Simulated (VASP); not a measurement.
A run of VASP 6.6.1:

INCAR

```
SYSTEM = Ta5Si
PREC = Accurate
ENCUT = 600
EDIFF = 1E-7
ISMEAR = 0
SIGMA = 0.1
LREAL = .FALSE.
LASPH = .TRUE.
NELM = 100
ALGO = Fast
ISIF = 3
LWAVE = .FALSE.
LCHARG = .FALSE.
GGA = PE
IBRION = 2
NSW = 100
EDIFFG = -0.01
```

File KPOINTS:

```
Automatic mesh
0
G
  10 10 4
  0 0 0
```

File POSCAR:

```
Ta5Si
1.0
    3.3701299836      0.0000000000      0.0000000000
    0.0000000000      3.3701299836      0.0000000000
    0.0000000000      0.0000000000      9.2046691145
Ta Si
5 1
Direct
    0.5000000000      0.5000000000      0.1518934117
    0.0000000000      0.0000000000      0.3208025244
    0.5000000000      0.5000000000      0.8481065883
    0.0000000000      0.0000000000      0.6791974756
    0.5000000000      0.5000000000      0.5000000000
    0.0000000000      0.0000000000      0.0000000000
```

Potentials or basis: VASP PAW PBE potentials, release 64 (Ta_pv, Si).

Launch:

```bash
$ cat potpaw_PBE.64/Ta_pv/POTCAR potpaw_PBE.64/Si/POTCAR > POTCAR
$ mpirun -np 1 vasp_std > vasp.out
```

Hardware: 1 thread of AMD EPYC 9R45 96-Core Processor (Zen 5), with other jobs on the host.

Q: Estimate the wall time of this run.

A: Wall time 14 min on 1 thread of AMD EPYC 9R45 96-Core Processor (Zen 5) (shared host), peak memory 0.37 GiB. Counts: scf iterations 72, k points 63, ion steps 7.
